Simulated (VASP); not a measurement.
Here is a VASP 6.6.1 calculation.

The input INCAR:

```
SYSTEM = GaN
ALGO = Normal
EDIFF = 1E-6
EDIFFG = -0.01
ENCUT = 600
GGA = PS
IBRION = 2
ISIF = 3
ISMEAR = -1
IVDW = 12
LASPH = .TRUE.
LCHARG = .FALSE.
LREAL = .FALSE.
LWAVE = .FALSE.
NELM = 100
NSW = 60
PREC = Accurate
SIGMA = 0.05
```

The input KPOINTS:

```
k-points
0
G
  10 10 10
  0 0 0
```

Contents of POSCAR:

```
GaN
1.0
    0.0000000000      2.2535006075      2.2535006075
    2.2535006075      0.0000000000      2.2535006075
    2.2535006075      2.2535006075      0.0000000000
Ga N
1 1
Direct
    0.0000000000      0.0000000000      0.0000000000
    0.2500000000      0.2500000000      0.2500000000
```

Potentials or basis: VASP PAW PBE potentials, release 64 (Ga_d, N).

Command:

```console
$ cat potpaw_PBE.64/Ga_d/POTCAR potpaw_PBE.64/N/POTCAR > POTCAR
$ mpirun -np 1 vasp_std > vasp.out
```

Task: What does it give for the dispersion energy per atom?

Result: -0.226 eV.

Task: What does it give for the relaxed cell?

Result: a = 3.160 Å, b = 3.160 Å, c = 3.160 Å, α = 60.00°, β = 60.00°, γ = 60.00°.

Final structure:
```
CELL_PARAMETERS angstrom
0.00000 2.23452 2.23452
2.23452 0.00000 2.23452
2.23452 2.23452 0.00000
ATOMIC_POSITIONS crystal
Ga 0.00000 0.00000 0.00000
N 0.25000 0.25000 0.25000
```
